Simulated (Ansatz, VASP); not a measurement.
# Two plane-wave programs on PbO

File INCAR:

```
SYSTEM = PbO
ALGO = Normal ; EDIFF = 1E-7
ENCUT = 520 ; GGA = PE
ISIF = 2 ; ISMEAR = 0
LASPH = .True. ; LCHARG = .False.
LREAL = .False. ; LWAVE = .False.
NBANDS = 28 ; NELM = 100
PREC = Accurate ; SIGMA = 0.05
```

File KPOINTS:

```
k-points
0
Gamma
  8 8 6
  0 0 0
```

The input POSCAR:

```
PbO
1.0
    3.9147840000      0.0000000000      0.0000000000
    0.0000000000      3.9147840000      0.0000000000
    0.0000000000      0.0000000000      4.9466700000
Pb O
2 2
Direct
    0.0000000000      0.5000000000      0.2351000000
    0.5000000000      0.0000000000      0.7649000000
    0.0000000000      0.0000000000      0.0000000000
    0.5000000000      0.5000000000      0.0000000000
```

Input for Ansatz:

```yaml
crystal:
  lattice:
    - [3.914784, 0.0, 0.0]
    - [0.0, 3.914784, 0.0]
    - [0.0, 0.0, 4.94667]
  atoms:
    - { symbol: Pb, position: [0.0, 0.5, 0.2351] }
    - { symbol: Pb, position: [0.5, 0.0, 0.7649] }
    - { symbol: O, position: [0.0, 0.0, 0.0] }
    - { symbol: O, position: [0.5, 0.5, 0.0] }
basis:
  ecutwfc: 420
kpoints:
  mp_grid: { grid: [8, 8, 6] }
hamiltonian:
  xc: pbe
scf:
  occupations: { method: gaussian, width: 0.05 }
output:
  forces: true
  stress: true
  eigenvalues: true
```

Change from the starting cell: strain -0.015 along x and y, -0.015 along z, atoms carried along.

Alike in both runs: task single point; functional PBE; k mesh 8 × 8 × 6; occupations gaussian, width 0.05 eV; no spin polarisation.

|  | VASP | Ansatz |
| --- | --- | --- |
| version | VASP 6.6.1 | Ansatz 0.2.0 |
| potentials or method | VASP PAW PBE potentials, release 64 (Pb_d, O), cutoff 520 eV | scalar-relativistic, plane waves, PAW |
| valence electrons in the cell | 40 | 40 |

Ansatz gave:

* gap on the k mesh at the Fermi level (eV): 1.16
* least direct gap on the mesh (eV): 2.39
* pressure (GPa): 9.6
* traceless stress, the component that is largest in VASP (GPa): -1.23
* rms of the force components (eV/Å): 0.462

Q: What did VASP give for the same quantities?

A: gap on the k mesh at the Fermi level (eV): 1.17; least direct gap on the mesh (eV): 2.38; pressure (GPa): 9.7; traceless stress, the component that is largest in VASP (GPa): -1.25; rms of the force components (eV/Å): 0.482.

Atom by atom the forces differ by 0.020 eV/Å (rms over components).

Spin-orbit coupling is off throughout.
